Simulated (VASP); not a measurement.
# PCS4 (P4/mmm) in VASP: further runs, part 2 of 2

VASP 6.6.1. The steps go on from the part before.

## Step 3: Relaxation of cell and atoms, PBE+D3(BJ)

This run uses another cell than the first one, of 22.77 Å³/atom.

The input, INCAR:

```
SYSTEM = PCS4
  PREC = Accurate
  ENCUT = 910
  EDIFF = 1E-7
  ISMEAR = 0
  SIGMA = 0.1
  LREAL = .FALSE.
  LASPH = .TRUE.
  NELM = 120
  ALGO = Normal
  ISIF = 3
  LWAVE = .FALSE.
  LCHARG = .FALSE.
  GGA = PE
  IVDW = 12
  IBRION = 2
  NSW = 90
  EDIFFG = -0.04
  GGA_COMPAT = .FALSE.
  NELMIN = 4
```

The input, KPOINTS:

```
Automatic mesh
0
G
  6 6 2
  0 0 0
```

The input, POSCAR:

```
PCS4
1.0
    3.2901320400      0.0000000000      0.0000000000
    0.0000000000      3.2901320400      0.0000000000
    0.0000000000      0.0000000000     12.6214773200
P C S
1 1 4
Direct
    0.0000000000      0.0000000000      0.0000000000
    0.5000000000      0.5000000000      0.5000000000
    0.5000000000      0.5000000000      0.1809719800
    0.0000000000      0.0000000000      0.6524536600
    0.0000000000      0.0000000000      0.3475463400
    0.5000000000      0.5000000000      0.8190280200
```

Potentials or basis: VASP PAW PBE potentials, release 64 (P, C_h, S).

Started as:

```console
$ cat potpaw_PBE.64/P/POTCAR potpaw_PBE.64/C_h/POTCAR potpaw_PBE.64/S/POTCAR > POTCAR
$ mpirun -np 1 vasp_std > vasp.out
```

OUTCAR:

```text
SYSTEM = PCS4
   PREC = Accurate
   ENCUT = 910
   EDIFF = 1E-7
   ISMEAR = 0
   LREAL = .FALSE.
   LASPH = .TRUE.
   NELM = 120
   ISIF = 3
   GGA = PE
   IVDW = 12
   IBRION = 2
   NSW = 90
   EDIFFG = -0.04
   NELMIN = 4
 IVDW          = 12

 ion  position               nearest neighbor table
   1  0.000  0.000  0.000-
   2  0.500  0.500  0.500-
   3  0.500  0.500  0.181-
   4  0.000  0.000  0.652-
   5  0.000  0.000  0.348-
   6  0.500  0.500  0.819-

  LATTYP: Found a simple tetragonal cell.
 ALAT       =     3.2901320400
 C/A-ratio  =     3.8361613353

  Lattice vectors:

 A1 = (   3.2901320400,   0.0000000000,   0.0000000000)
 A2 = (   0.0000000000,   3.2901320400,   0.0000000000)
 A3 = (   0.0000000000,   0.0000000000,  12.6214773200)

Analysis of symmetry for initial positions (statically):
=====================================================================
 Subroutine PRICEL returns:
 Original cell was already a primitive cell.

 Routine SETGRP: Setting up the symmetry group for a
 simple tetragonal supercell.

 Subroutine GETGRP returns: Found 16 space group operations
 (whereof 16 operations were pure point group operations)
 out of a pool of 16 trial point group operations.

The static configuration has the point symmetry D_4h.

Analysis of symmetry for dynamics (positions and initial velocities):
=====================================================================
 Subroutine PRICEL returns:
 Original cell was already a primitive cell.

 Routine SETGRP: Setting up the symmetry group for a
 simple tetragonal supercell.

 Subroutine GETGRP returns: Found 16 space group operations
 (whereof 16 operations were pure point group operations)
 out of a pool of 16 trial point group operations.

The dynamic configuration has the point symmetry D_4h.

 Subroutine INISYM returns: Found 16 space group operations
 (whereof 16 operations are pure point group operations),
 and found     1 'primitive' translations

[... 95 lines left out ...]
   ENCUT  =  910.0 eV  66.88 Ry    8.18 a.u.   8.09  8.09 31.04*2*pi/ulx,y,z
   NELM   =    120;   NELMIN=  4; NELMDL= -5     # of ELM steps
   EDIFF  = 0.1E-06   stopping-criterion for ELM
   LREAL  =      F    real-space projection
   EDIFFG = -.4E-01   stopping-criterion for IOM
   NSW    =     90    number of steps for IOM
   IBRION =      2    ionic relax: 0-MD 1-quasi-New 2-CG
   NFREE  =      1    steps in history (QN), initial steepest desc. (CG)
   ISIF   =      3    stress and relaxation
   ISYM   =      2    0-nonsym 1-usesym 2-fastsym
   POTIM  = 0.5000    time-step for ionic-motion
   TEBEG  =    0.0;   TEEND  =   0.0 temperature during run
   PSTRESS=    0.0 pullay stress
   NELECT =      33.0000    total number of electrons
   NUPDOWN=      -1.0000    fix difference up-down
   EMIN   =  10.00;   EMAX   =-10.00  energy-range for DOS
   EFERMI =   0.00;   METHOD = LEGACY
   ISMEAR =     0;   SIGMA  =   0.10  broadening in eV -4-tet -1-fermi 0-gaus
   EFERMI_NEDOS =   21; number of points for ismear=-14 and -15
   IALGO  =     38    algorithm
   IMIX   =      4    mixing-type and parameters
     AMIX     =   0.40;   BMIX     =  1.00
     AMIX_MAG =   1.60;   BMIX_MAG =  1.00
  volume/ion in A,a.u.               =      22.77       153.67
  Fermi-wavevector in a.u.,A,eV,Ry     =   1.019531  1.926635 14.142493  1.039444
  Thomas-Fermi vector in A             =   2.153050
   LORBIT       =      0    0 simple, 1 ext, 2 COOP (PROOUT), +10 PAW based schemes
   GGA     = PE    functional components
   LHFCALC =     F    Hartree Fock is set to
   AEXX    =    0.0000 exact exchange contribution
   IVDW    =    12    specifies the selected vdW correction
   LEPSILON=     F    determine dielectric tensor
   LRPA    =     F    only Hartree local field effects (RPA)
 conjugate gradient relaxation of ions
 non-spin polarized calculation
 Gauss-broadening in eV      SIGMA  =   0.10
  energy-cutoff  :      910.00
  volume of cell :      136.63
 maximum number of plane-waves:      8592
   NGX = 17   NGY = 17   NGZ = 63

--------------------------------------- Ionic step        1  -------------------------------------------

 number of electron      33.0000003 magnetization

 Free energy of the ion-electron system (eV)
  ---------------------------------------------------
  ext. energy  EPLUGINS =         0.00000000
  ---------------------------------------------------
  free energy    TOTEN  =       -16.67692731 eV

  energy without entropy =      -16.63429055  energy(sigma->0) =      -16.65560893

 E-fermi :   2.4765     XC(G=0):  -9.2422

 val. band max:        2.4613217601   @ k =   0.3333   0.0000   0.5000
 cond. band min:       2.4838860351   @ k =   0.5000   0.1667   0.5000
 fundamental gap:      0.0225642750
 Fermi energy:         2.4765073728
[... 1053 lines left out ...]
     19       9.7399      2.00000
     20      10.5123      0.00001

[... ionic steps 4 to 16 ...]

--------------------------------------- Ionic step       17  -------------------------------------------

 number of electron      32.9999998 magnetization

------------------------ aborting loop because EDIFF is reached ----------------------------------------
[... 83 lines left out ...]
--------------------------------------- Ionic step       19  -------------------------------------------

 number of electron      32.9999998 magnetization

 Free energy of the ion-electron system (eV)
  ---------------------------------------------------
  ext. energy  EPLUGINS =         0.00000000
  ---------------------------------------------------
  free energy    TOTEN  =       -22.66119647 eV

  energy without entropy =      -22.64571190  energy(sigma->0) =      -22.65345419

 E-fermi :   6.8495     XC(G=0): -10.7223

 val. band max:        6.7981826724   @ k =   0.5000   0.0000   0.5000
 cond. band min:       6.8926935943   @ k =   0.5000   0.3333   0.5000
 fundamental gap:      0.0945109219
 Fermi energy:         6.8494590674
[... 495 lines left out ...]
  FREE ENERGIE OF THE ION-ELECTRON SYSTEM (eV)
  ---------------------------------------------------
  free  energy   TOTEN  =       -24.6392899395 eV

  energy  without entropy=      -24.6238053636  energy(sigma->0) =      -24.63154765

 reached required accuracy - stopping structural energy minimisation
```

CONTCAR:

```text
PCS4
   1.00000000000000
     3.0646236326845644    0.0000000000000000   -0.0000000000000000
    -0.0000000000000000    3.0646236326845644    0.0000000000000000
    -0.0000000000000000   -0.0000000000000000    9.9613792172619711
  P               C               S
     1     1     4
Direct
     0.0000000000000000    0.0000000000000000    0.0000000000000000
     0.5000000000000000    0.5000000000000000    0.5000000000000000
     0.5000000000000000    0.5000000000000000    0.1456580968490975
     0.0000000000000000    0.0000000000000000    0.6035962469956320
     0.0000000000000000    0.0000000000000000    0.3964037530043680
     0.5000000000000000    0.5000000000000000    0.8543419031509026

  0.00000000E+00  0.00000000E+00  0.00000000E+00
  0.00000000E+00  0.00000000E+00  0.00000000E+00
  0.00000000E+00  0.00000000E+00  0.00000000E+00
  0.00000000E+00  0.00000000E+00  0.00000000E+00
  0.00000000E+00  0.00000000E+00  0.00000000E+00
  0.00000000E+00  0.00000000E+00  0.00000000E+00
```

Run time: 17 min. Hardware: 1 thread of Intel Xeon 6975P-C (Granite Rapids), shared host; peak memory 0.46 GiB.

Results:

```yaml
Free_energy: -24.6393 eV
Relaxed_volume: 15.59 Å³/atom
Relaxed_cell: a = 3.065 Å, b = 3.065 Å, c = 9.961 Å, α = 90.00°, β = 90.00°, γ = 90.00°
Space_group_after_relaxing_to_0.1_Å: P4/mmm (No. 123)
Energy_gained_by_relaxing: 1065.4 meV/atom
Ionic_steps: 19
Pressure_after_relaxing: 0.0 GPa
Largest_force_after_relaxing: 0.006 eV/Å
Band_gap_on_the_k_mesh: zero (an odd number of electrons rules out a gap without spin polarisation)
Dispersion_energy_per_atom: -0.330 eV
```

Forces on the atoms (eV/Å):
```
P    0.000  0.000  0.000
C    0.000  0.000  0.000
S    0.000  0.000  0.003
S    0.000  0.000 -0.006
S    0.000  0.000  0.006
S    0.000  0.000 -0.003
```

The path:
| step | energy change (eV) | largest force (eV/Å) | pressure (GPa) | volume (Å³) |
| --- | --- | --- | --- | --- |
| 1 | 0.0000 | 0.6451 | -16.45 | 136.63 |
| 2 | -4.0197 | 1.0150 | -10.38 | 95.38 |
| 3 | -4.6089 | 1.4079 | -1.24 | 82.21 |
| 4 | -4.6284 | 1.4112 | 3.64 | 78.42 |
| 5 | -4.6345 | 1.3380 | 2.28 | 79.65 |
| 6 | -5.2606 | 1.1006 | 7.88 | 76.33 |
| 7 | -5.3371 | 1.0181 | 9.01 | 74.74 |
| 8 | -5.0727 | 0.6858 | 17.50 | 71.28 |
| 9 | -5.3426 | 0.9378 | 10.29 | 73.87 |
| 10 | -5.8646 | 1.0992 | -0.12 | 83.08 |
| 11 | -5.9117 | 1.1599 | -2.42 | 86.41 |
| 12 | -6.0999 | 1.0816 | 2.10 | 87.54 |
| 13 | -6.1087 | 0.4832 | 0.89 | 87.36 |
| 14 | -6.3198 | 0.3804 | 2.39 | 89.23 |
| 15 | -6.3554 | 0.4941 | 1.74 | 90.23 |
| 16 | -6.3829 | 0.5044 | -0.45 | 93.53 |
| 17 | -6.3852 | 0.3715 | 0.21 | 92.79 |
| 18 | -6.3873 | 0.2422 | -0.23 | 94.26 |
| 19 | -6.3924 | 0.0064 | -0.05 | 93.56 |

Final structure:
```cif
data_structure
_symmetry_space_group_name_H-M 'P 1'
_symmetry_Int_Tables_number 1
_cell_length_a 3.0646
_cell_length_b 3.0646
_cell_length_c 9.9614
_cell_angle_alpha 90.000
_cell_angle_beta 90.000
_cell_angle_gamma 90.000
_cell_volume 93.56
loop_
_atom_site_label
_atom_site_type_symbol
_atom_site_fract_x
_atom_site_fract_y
_atom_site_fract_z
_atom_site_occupancy
P1 P 0.00000 0.00000 0.00000 1
C1 C 0.50000 0.50000 0.50000 1
S1 S 0.50000 0.50000 0.14566 1
S2 S 0.00000 0.00000 0.60360 1
S3 S 0.00000 0.00000 0.39640 1
S4 S 0.50000 0.50000 0.85434 1
```

Levels at points of the mesh, in eV from the Fermi level:
```
           k point  band 14  band 15  band 16  band 17  band 18  band 19
(0.00, 0.00, 0.00)    -0.47    -0.31    -0.31     0.62     0.62     2.02
(0.50, 0.00, 0.00)    -0.63    -0.51    -0.10     0.12     0.84     1.07
(0.50, 0.50, 0.00)    -2.99    -2.76    -2.76    -1.63    -1.61     0.47
(0.00, 0.00, 0.50)    -0.21    -0.11    -0.11     0.39     0.39     2.46
(0.50, 0.00, 0.50)    -0.50    -0.11    -0.05     0.11     0.85     1.06
(0.50, 0.50, 0.50)    -3.18    -3.16    -3.16    -1.45    -1.12     0.07
```

Caveat: the cutoff is under 1.25 times the usual one of these potentials, so pressure, stress and relaxed cells hold a basis-set (Pulay) error; the volume moved by over 15 % at a fixed basis, so the end points are rough.
